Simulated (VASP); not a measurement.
Re, 2 atoms in the cell. The structure is trigonal, space group P-3m1 (No. 164). The conventional cell has a = 2.761 Å, b = 2.761 Å, c = 4.458 Å, α = 90.00°, β = 90.00°, γ = 120.00°. Within 3.5 Å of Re (site symmetry 3m) lie 12 Re at 2.66 to 2.82 Å. 

| Property | Result |
| --- | --- |
| Program | VASP 6.6.1 |
| Task | single point |
| Functional | r2SCAN |
| Potentials or basis | VASP PAW PBE potentials, release 64 (Re) |
| Cutoff | 660 eV |
| k mesh | 7 × 7 × 4, shifted |
| Occupations | gaussian, width 0.01 eV |
| Spin | no spin polarisation |
| Dipole correction | no |
| Further INCAR settings | ALGO = Normal; EDIFF = 1e-06; NBANDS = 14 |

Potentials or basis: VASP PAW PBE potentials, release 64 (Re).

Command:

```sh
$ cat potpaw_PBE.64/Re/POTCAR > POTCAR
$ cp INCAR.step1 INCAR
$ mpirun -np 1 vasp_std > vasp.out
$ cp INCAR.step2 INCAR
$ mpirun -np 1 vasp_std > vasp.out
```

Hardware: 1 thread of Intel Xeon 8259CL (shared host).

Q: How long does it take, and how much memory?

A: Wall time 71 s on 1 thread of Intel Xeon 8259CL, on a shared host, peak memory 0.17 GiB. Counts: k points 24.
